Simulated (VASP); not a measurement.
# Cu4O (Pm-3m) in VASP: a series of runs

Runs on Cu4O. Level: PBE. Tasks: single point, relaxation of cell and atoms.

Everything below comes from runs of VASP 6.6.1. Logs are shortened: lines on timing, memory, paths and dates and some standing lists are left out, and cuts for length are marked.

### Step 1. The cell of the first run

It takes space group Pm-3m (No. 221, cubic). Conventional cell: a = 4.363 Å, b = 4.363 Å, c = 4.363 Å, α = 90.00°, β = 90.00°, γ = 90.00°. Within 2.9 Å of Cu (site symmetry m-3m) lie 6 Cu at 2.18 Å. Cu (site symmetry 4/mmm) has 2 Cu at 2.18 Å within 2.9 Å. O (site symmetry m-3m) has 20 Cu at 3.08 to 3.78 Å within 4.1 Å.

### Step 2. Single point, PBE

File INCAR:

```
SYSTEM = Cu4O
PREC     = Accurate       ! precision mode
ENCUT    = 520            ! plane-wave cutoff, eV
EDIFF    = 1E-6           ! SCF threshold, eV
ISMEAR   = 0              ! smearing method
SIGMA    = 0.01           ! smearing width, eV
LREAL    = .False.        ! projectors in reciprocal space
LASPH    = .True.         ! aspherical terms in the spheres
NELM     = 80             ! most SCF steps
ALGO     = Normal         ! electronic algorithm
ISIF     = 2              ! what is computed and relaxed
LWAVE    = .False.        ! write WAVECAR
LCHARG   = .True.         ! write CHGCAR
GGA      = PE             ! functional
LELF     = .True.         ! ELF
LVHAR    = .True.       
NBANDS   = 33             ! bands
```

File KPOINTS:

```
Automatic mesh
0
Gamma
  8 8 8
  0 0 0
```

File POSCAR:

```
Cu4O
1.0
    4.3626676830      0.0000000000      0.0000000000
    0.0000000000      4.3626676830      0.0000000000
    0.0000000000      0.0000000000      4.3626676830
Cu O
4 1
Direct
    0.5000000000      0.5000000000      0.5000000000
    0.0000000000      0.5000000000      0.5000000000
    0.5000000000      0.0000000000      0.5000000000
    0.5000000000      0.5000000000      0.0000000000
    0.0000000000      0.0000000000      0.0000000000
```

Potentials or basis: VASP PAW PBE potentials, release 64 (Cu, O).

Command:

```
> cat potpaw_PBE.64/Cu/POTCAR potpaw_PBE.64/O/POTCAR > POTCAR
> mpirun -np 1 vasp_std > vasp.out
```

OUTCAR:

```text
SYSTEM = Cu4O
   PREC = Accurate
   ENCUT = 520
   EDIFF = 1E-6
   ISMEAR = 0
   LREAL = .False.
   LASPH = .True.
   NELM = 80
   ISIF = 2
   GGA = PE

 ion  position               nearest neighbor table
   1  0.500  0.500  0.500-   2 2.18   3 2.18   4 2.18   4 2.18   3 2.18   2 2.18
   2  0.000  0.500  0.500-   1 2.18   1 2.18
   3  0.500  0.000  0.500-   1 2.18   1 2.18
   4  0.500  0.500  0.000-   1 2.18   1 2.18
   5  0.000  0.000  0.000-

  LATTYP: Found a simple cubic cell.
 ALAT       =     4.3626676830

  Lattice vectors:

 A1 = (   4.3626676830,   0.0000000000,   0.0000000000)
 A2 = (   0.0000000000,   4.3626676830,   0.0000000000)
 A3 = (   0.0000000000,   0.0000000000,   4.3626676830)

Analysis of symmetry for initial positions (statically):
=====================================================================
 Subroutine PRICEL returns:
 Original cell was already a primitive cell.

 Routine SETGRP: Setting up the symmetry group for a
 simple cubic supercell.

 Subroutine GETGRP returns: Found 48 space group operations
 (whereof 48 operations were pure point group operations)
 out of a pool of 48 trial point group operations.

The static configuration has the point symmetry O_h .

Analysis of symmetry for dynamics (positions and initial velocities):
=====================================================================
 Subroutine PRICEL returns:
 Original cell was already a primitive cell.

 Routine SETGRP: Setting up the symmetry group for a
 simple cubic supercell.

 Subroutine GETGRP returns: Found 48 space group operations
 (whereof 48 operations were pure point group operations)
 out of a pool of 48 trial point group operations.

The dynamic configuration has the point symmetry O_h .

 Subroutine INISYM returns: Found 48 space group operations
 (whereof 48 operations are pure point group operations),
 and found     1 'primitive' translations

----------------------------------------------------------------------------------------

                                     Primitive cell

  volume of cell :      83.0341

  direct lattice vectors                    reciprocal lattice vectors
     4.362667683  0.000000000  0.000000000     0.229217551  0.000000000  0.000000000
     0.000000000  4.362667683  0.000000000     0.000000000  0.229217551  0.000000000
     0.000000000  0.000000000  4.362667683     0.000000000  0.000000000  0.229217551

  length of vectors
     4.362667683  4.362667683  4.362667683     0.229217551  0.229217551  0.229217551

  position of ions in fractional coordinates (direct lattice)
     0.500000000  0.500000000  0.500000000
     0.000000000  0.500000000  0.500000000
     0.500000000  0.000000000  0.500000000
     0.500000000  0.500000000  0.000000000
     0.000000000  0.000000000  0.000000000

  ion indices of the primitive-cell ions
   primitive index   ion index
                 1           1
                 2           2
                 3           3
                 4           4
                 5           5

----------------------------------------------------------------------------------------

 KPOINTS: Automatic mesh

Automatic generation of k-mesh.
 Grid dimensions read from file:
 generate k-points for:    8    8    8

 Generating k-lattice:

  Cartesian coordinates                     Fractional coordinates (reciprocal lattice)
     0.028652194  0.000000000  0.000000000     0.125000000  0.000000000  0.000000000
     0.000000000  0.028652194  0.000000000     0.000000000  0.125000000  0.000000000
     0.000000000  0.000000000  0.028652194     0.000000000  0.000000000  0.125000000

  Length of vectors
     0.028652194  0.028652194  0.028652194

  Shift w.r.t. Gamma in fractional coordinates (k-lattice)
     0.000000000  0.000000000  0.000000000

 Subroutine IBZKPT returns following result:
 ===========================================

 Found     35 irreducible k-points:

 Following reciprocal coordinates:
            Coordinates               Weight
  0.000000  0.000000  0.000000      1.000000
  0.125000  0.000000  0.000000      6.000000
  0.250000  0.000000  0.000000      6.000000
  0.375000  0.000000  0.000000      6.000000
  0.500000  0.000000  0.000000      3.000000
  0.125000  0.125000  0.000000     12.000000
[... 16 lines left out ...]
  0.375000  0.375000  0.125000     24.000000
  0.500000  0.375000  0.125000     24.000000
 [... further k-points ...]
   k-points           NKPTS =     35   k-points in BZ     NKDIM =     35   number of bands    NBANDS=     33
   number of dos      NEDOS =    301   number of ions     NIONS =      5
   total plane-waves  NPLWV =  32768
   dimension x,y,z NGX =    32 NGY =   32 NGZ =   32
   dimension x,y,z NGXF=    64 NGYF=   64 NGZF=   64
   ions per type =               4   1
   NGX,Y,Z   is equivalent  to a cutoff of  12.19, 12.19, 12.19 a.u.
   NGXF,Y,Z  is equivalent  to a cutoff of  24.39, 24.39, 24.39 a.u.
 SYSTEM =  Cu4O
   PREC   = accura    normal or accurate (medium, high low for compatibility)
   ISTART =      0    job   : 0-new  1-cont  2-samecut
   ICHARG =      2    charge: 1-file 2-atom 10-const
   ISPIN  =      1    spin polarized calculation?
   LNONCOLLINEAR =      F non collinear calculations
   LSORBIT =      F    spin-orbit coupling
   LASPH  =      T    aspherical Exc in radial PAW
   ENCUT  =  520.0 eV  38.22 Ry    6.18 a.u.   8.11  8.11  8.11*2*pi/ulx,y,z
   NELM   =     80;   NELMIN=  2; NELMDL= -5     # of ELM steps
   EDIFF  = 0.1E-05   stopping-criterion for ELM
   LREAL  =      F    real-space projection
   EDIFFG = 0.1E-04   stopping-criterion for IOM
   NSW    =      0    number of steps for IOM
   IBRION =     -1    ionic relax: 0-MD 1-quasi-New 2-CG
   NFREE  =      0    steps in history (QN), initial steepest desc. (CG)
   ISIF   =      2    stress and relaxation
   ISYM   =      2    0-nonsym 1-usesym 2-fastsym
   POTIM  = 0.5000    time-step for ionic-motion
   TEBEG  =    0.0;   TEEND  =   0.0 temperature during run
   PSTRESS=    0.0 pullay stress
   NELECT =      50.0000    total number of electrons
   NUPDOWN=      -1.0000    fix difference up-down
   EMIN   =  10.00;   EMAX   =-10.00  energy-range for DOS
   EFERMI =   0.00;   METHOD = LEGACY
   ISMEAR =     0;   SIGMA  =   0.01  broadening in eV -4-tet -1-fermi 0-gaus
   EFERMI_NEDOS =   21; number of points for ismear=-14 and -15
   IALGO  =     38    algorithm
   IMIX   =      4    mixing-type and parameters
     AMIX     =   0.40;   BMIX     =  1.00
     AMIX_MAG =   1.60;   BMIX_MAG =  1.00
  volume/ion in A,a.u.               =      16.61       112.07
  Fermi-wavevector in a.u.,A,eV,Ry     =   1.382439  2.612431 26.002612  1.911138
  Thomas-Fermi vector in A             =   2.507130
   LORBIT       =      0    0 simple, 1 ext, 2 COOP (PROOUT), +10 PAW based schemes
   GGA     = PE    functional components
   LHFCALC =     F    Hartree Fock is set to
   AEXX    =    0.0000 exact exchange contribution
   IVDW    =     0    specifies the selected vdW correction
   LEPSILON=     F    determine dielectric tensor
   LRPA    =     F    only Hartree local field effects (RPA)
 non-spin polarized calculation
 Gauss-broadening in eV      SIGMA  =   0.01
  energy-cutoff  :      520.00
  volume of cell :       83.03
 maximum number of plane-waves:      2272
   NGX = 17   NGY = 17   NGZ = 17

 number of electron      49.9999843 magnetization

 Free energy of the ion-electron system (eV)
  ---------------------------------------------------
  ext. energy  EPLUGINS =         0.00000000
  ---------------------------------------------------
  free energy    TOTEN  =       -14.16671339 eV

  energy without entropy =      -14.16671339  energy(sigma->0) =      -14.16671339

 E-fermi :   2.2640     XC(G=0): -10.1182

 val. band max:        2.2105215494   @ k =   0.5000   0.1250   0.1250
 cond. band min:       2.3079227744   @ k =   0.5000   0.1250   0.1250
 fundamental gap:      0.0974012250
 Fermi energy:         2.2639629858

 k-point     1 :       0.0000    0.0000    0.0000
  band No.  band energies     occupation
      1     -13.1966      2.00000
      2      -3.9769      2.00000
      3      -1.9993      2.00000
      4      -1.9993      2.00000
      5      -1.5627      2.00000
      6      -1.5627      2.00000
[... 25 lines left out ...]
     32      12.2739      0.00000
     33      12.2739      0.00000

 k-point     2 :       0.1250    0.0000    0.0000
  band No.  band energies     occupation
      1     -13.1928      2.00000
      2      -3.9018      2.00000
      3      -1.9954      2.00000
      4      -1.9371      2.00000
      5      -1.5582      2.00000
      6      -1.5239      2.00000
[... 25 lines left out ...]
     32      11.6616      0.00000
     33      11.8927      0.00000

 k-point     3 :       0.2500    0.0000    0.0000
  band No.  band energies     occupation
      1     -13.1833      2.00000
      2      -3.7154      2.00000
      3      -1.9860      2.00000
      4      -1.7300      2.00000
      5      -1.5473      2.00000
      6      -1.4201      2.00000
[... 25 lines left out ...]
     32      11.1337      0.00000
     33      11.1337      0.00000

 k-point     4 :       0.3750    0.0000    0.0000
  band No.  band energies     occupation
      1     -13.1737      2.00000
      2      -3.5259      2.00000
      3      -1.9766      2.00000
      4      -1.5363      2.00000
      5      -1.3365      2.00000
      6      -1.2955      2.00000
[... 673 lines left out ...]
     32      10.2582      0.00000
     33      12.2256      0.00000

 k-point    23 :       0.3750    0.3750    0.1250
  band No.  band energies     occupation
      1     -13.1540      2.00000
      2      -2.7007      2.00000
      3      -1.5199      2.00000
      4      -1.2768      2.00000
      5      -1.2061      2.00000
      6      -1.1721      2.00000
[... 25 lines left out ...]
     32      10.2653      0.00000
     33      12.7333      0.00000

 k-point    24 :       0.5000    0.3750    0.1250
  band No.  band energies     occupation
      1     -13.1511      2.00000
      2      -2.5634      2.00000
      3      -1.4326      2.00000
      4      -1.1852      2.00000
      5      -1.1421      2.00000
      6      -1.0214      2.00000
[... 25 lines left out ...]
     32      10.4768      0.00000
     33      12.4918      0.00000

 [... further k-points ...]

------------------------ aborting loop because EDIFF is reached ----------------------------------------

  FORCE on cell =-STRESS in cart. coord.  units (eV):
  Direction    XX          YY          ZZ          XY          YZ          ZX
  --------------------------------------------------------------------------------------
  -------------------------------------------------------------------------------------
  Total        0.1109735      0.1109735      0.1109735      0.0000000      0.0000000     -0.0000000
  in kB        2.1412801      2.1412801      2.1412801      0.0000000      0.0000000     -0.0000000
  external PRESSURE =       2.1412801 kB  Pullay stress =       0.0000000 kB

 VOLUME and BASIS-vectors are now :
 -----------------------------------------------------------------------------
  energy-cutoff  :      520.00
  volume of cell :       83.03
      direct lattice vectors                 reciprocal lattice vectors
     4.362667683  0.000000000  0.000000000     0.229217551  0.000000000  0.000000000
     0.000000000  4.362667683  0.000000000     0.000000000  0.229217551  0.000000000
     0.000000000  0.000000000  4.362667683     0.000000000  0.000000000  0.229217551

 POSITION                                       TOTAL-FORCE (eV/Angst)
 -----------------------------------------------------------------------------------
      2.18133      2.18133      2.18133         0.000000      0.000000      0.000000
      0.00000      2.18133      2.18133         0.000000      0.000000      0.000000
      2.18133      0.00000      2.18133         0.000000      0.000000      0.000000
      2.18133      2.18133      0.00000         0.000000      0.000000      0.000000
      0.00000      0.00000      0.00000         0.000000      0.000000      0.000000
 -----------------------------------------------------------------------------------
    total drift:                                0.000000     -0.000000     -0.000000

  FREE ENERGIE OF THE ION-ELECTRON SYSTEM (eV)
  ---------------------------------------------------
  free  energy   TOTEN  =       -14.1667133880 eV

  energy  without entropy=      -14.1667133879  energy(sigma->0) =      -14.16671339
```

Wall time 43 s (1 thread of Intel Xeon 6975P-C (Granite Rapids), shared host); peak memory 0.22 GiB.

Results:

```
Free energy            : -14.1667 eV
Pressure               : 0.2 GPa
Band gap on the k mesh : 0.10 eV, direct
```

Levels at points of the mesh, in eV from the valence-band top:
```tsv
k point	band 21	band 22	band 23	band 24	band 25	band 26	band 27	band 28	band 29	band 30
(0.00, 0.00, 0.00)	-0.90	-0.90	-0.90	-0.45	-0.45	2.46	2.46	2.46	4.83	4.83
(0.50, 0.00, 0.00)	-1.04	-0.90	-0.48	-0.40	-0.40	0.31	3.13	3.13	5.68	6.91
(0.50, 0.50, 0.00)	-1.03	-0.96	-0.96	-0.88	-0.20	1.24	1.24	3.26	4.72	7.15
(0.50, 0.50, 0.50)	-1.16	-1.16	-1.12	-1.12	-1.12	1.02	1.02	1.02	4.72	4.72
```

### Step 3. Single point, PBE, collinear spin, antiferromagnetic start

This run uses another cell than the first one, of 11.23 Å³/atom, 0.676 times its volume.

File INCAR:

```
SYSTEM = Cu4O
ALGO = Normal
EDIFF = 1E-6
ENCUT = 520
GGA = PE
ISIF = 2
ISMEAR = 0
ISPIN = 2
LASPH = .True.
LCHARG = .False.
LMAXMIX = 4
LORBIT = 11
LREAL = .False.
LWAVE = .False.
MAGMOM = 1 1 -1 -1 0
NBANDS = 37
NELM = 150
PREC = Accurate
SIGMA = 0.1
```

File KPOINTS:

```
k-points
0
Gamma
  4 4 4
  0 0 0
```

Changes to POSCAR since step 2:

```diff
@@ -2,5 +2,5 @@
 1.0
-    4.3626676830      0.0000000000      0.0000000000
-    0.0000000000      4.3626676830      0.0000000000
-    0.0000000000      0.0000000000      4.3626676830
+    3.8296640400      0.0000000000      0.0000000000
+    0.0000000000      3.8296640400      0.0000000000
+    0.0000000000      0.0000000000      3.8296640400
 Cu O
```

Potentials or basis: VASP PAW PBE potentials, release 64 (Cu, O).

Command:

```
> cat potpaw_PBE.64/Cu/POTCAR potpaw_PBE.64/O/POTCAR > POTCAR
> mpirun -np 1 vasp_std > vasp.out
```

Wall time 47 s (1 thread of Intel Xeon 6975P-C (Granite Rapids), shared host); peak memory 0.2 GiB.

Results (log left out):

| Quantity | Value |
| --- | --- |
| Free energy | -10.1364 eV |
| Pressure | 69.1 GPa |
| Band gap on the k mesh | 0.32 eV, indirect (least direct gap 0.59 eV) |
| Net moment | 0.00 μB per cell |
| Valence electrons inside the program's atomic spheres | Cu 11.13, 10.21; O 4.73 |

Levels at points of the mesh, in eV from the valence-band top:
Spin up:
```
           k point  band 21  band 22  band 23  band 24  band 25  band 26  band 27  band 28  band 29  band 30
(0.00, 0.00, 0.00)    -0.89    -0.89    -0.89    -0.11    -0.11     2.97     2.97     2.97     6.81     6.81
(0.50, 0.00, 0.00)    -1.19    -0.89    -0.67    -0.67    -0.16     0.65     3.79     3.79     7.62     8.69
(0.00, 0.50, 0.00)    -1.19    -0.89    -0.67    -0.67    -0.16     0.65     3.79     3.79     7.62     8.69
(0.50, 0.50, 0.00)    -1.30    -1.16    -1.16    -1.01    -0.33     2.08     2.08     3.42     6.53     9.00
(0.00, 0.50, 0.50)    -1.30    -1.16    -1.16    -1.01    -0.33     2.08     2.08     3.42     6.53     9.00
(0.50, 0.50, 0.50)    -1.59    -1.59    -1.46    -1.46    -1.46     1.88     1.88     1.88     5.75     5.75
```
Spin down:
| k point | band 21 | band 22 | band 23 | band 24 | band 25 | band 26 | band 27 | band 28 | band 29 | band 30 |
| --- | --- | --- | --- | --- | --- | --- | --- | --- | --- | --- |
| (0.00, 0.00, 0.00) | -0.89 | -0.89 | -0.89 | -0.11 | -0.11 | 2.97 | 2.97 | 2.97 | 6.81 | 6.81 |
| (0.50, 0.00, 0.00) | -1.19 | -0.89 | -0.67 | -0.67 | -0.16 | 0.65 | 3.79 | 3.79 | 7.62 | 8.69 |
| (0.00, 0.50, 0.00) | -1.19 | -0.89 | -0.67 | -0.67 | -0.16 | 0.65 | 3.79 | 3.79 | 7.62 | 8.69 |
| (0.50, 0.50, 0.00) | -1.30 | -1.16 | -1.16 | -1.01 | -0.33 | 2.08 | 2.08 | 3.42 | 6.53 | 9.00 |
| (0.00, 0.50, 0.50) | -1.30 | -1.16 | -1.16 | -1.01 | -0.33 | 2.08 | 2.08 | 3.42 | 6.53 | 9.00 |
| (0.50, 0.50, 0.50) | -1.59 | -1.59 | -1.46 | -1.46 | -1.46 | 1.88 | 1.88 | 1.88 | 5.75 | 5.75 |

(Continued in part 2 of 2.)
